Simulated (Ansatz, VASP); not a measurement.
## PbO in VASP and in Ansatz

File INCAR:

```
SYSTEM = PbO
PREC = Accurate ; ENCUT = 520
EDIFF = 1E-8 ; ISMEAR = -1
SIGMA = 0.03 ; LREAL = .False.
LASPH = .True. ; NELM = 80
ALGO = Normal ; ISIF = 2
LWAVE = .False. ; LCHARG = .False.
LEFG = .True. ; NBANDS = 28
```

Contents of KPOINTS:

```
regular mesh
0
Gamma
  7 7 6
  0 0 0
```

The input POSCAR:

```
PbO
1.0
    3.9876040837      0.0000000000      0.0000000000
    0.0000000000      3.9876040837      0.0000000000
    0.0000000000      0.0000000000      5.0386845080
Pb O
2 2
Direct
    0.0000000000      0.5000000000      0.2351000000
    0.5000000000      0.0000000000      0.7649000000
    0.0000000000      0.0000000000      0.0000000000
    0.5000000000      0.5000000000      0.0000000000
```

Input for Ansatz:

```yaml
crystal:
  lattice:
    - [3.9876040837, 0.0, 0.0]
    - [0.0, 3.9876040837, 0.0]
    - [0.0, 0.0, 5.038684508]
  atoms:
    - { symbol: Pb, position: [0.0, 0.5, 0.2351] }
    - { symbol: Pb, position: [0.5, 0.0, 0.7649] }
    - { symbol: O, position: [0.0, 0.0, 0.0] }
    - { symbol: O, position: [0.5, 0.5, 0.0] }
kpoints:
  mp_grid: { grid: [7, 7, 6] }
scf:
  occupations: { method: fermi_dirac, width: 0.03 }
hamiltonian:
  xc: lda
  pseudopotentials: { kind: paw }
output:
  forces: true
  stress: true
  eigenvalues: true
  efg: { contact_densities: true }
```

Change from the starting cell: volume scaled by 1.01, PAW files.

Alike in both runs: task electric field gradients; functional LDA; k mesh 7 × 7 × 6; occupations fermi-dirac, width 0.03 eV; no spin polarisation.

|  | VASP | Ansatz |
| --- | --- | --- |
| version | VASP 6.6.1 | Ansatz 0.2.0 |
| potentials or method | VASP PAW LDA potentials, release 64 (Pb_d, O) | PAW with Ansatz's default frozen-core files, scalar-relativistic |
| plane-wave cutoff (eV) | 520 | 420 |
| valence electrons in the cell | 40 | 40 |

```csv
,VASP,Ansatz,Ansatz less VASP
gap on the k mesh at the Fermi level (eV),1.46,1.48,+0.022
pressure (GPa),-2.4,-2.6,-0.22
"traceless stress, the component that is largest in VASP (GPa)",0.42,0.42,+0.005
rms of the force components (eV/Å),0.093,0.123,+0.0294
size of Vzz on the site where it differs most (V/Å²),222.1,212.0,-10.15
```

LDA's correlation is that of Perdew and Zunger in VASP and of Perdew and Wang (1992) in Ansatz. Atom by atom the forces differ by 0.029 eV/Å (rms over components).

Spin-orbit coupling is off throughout.
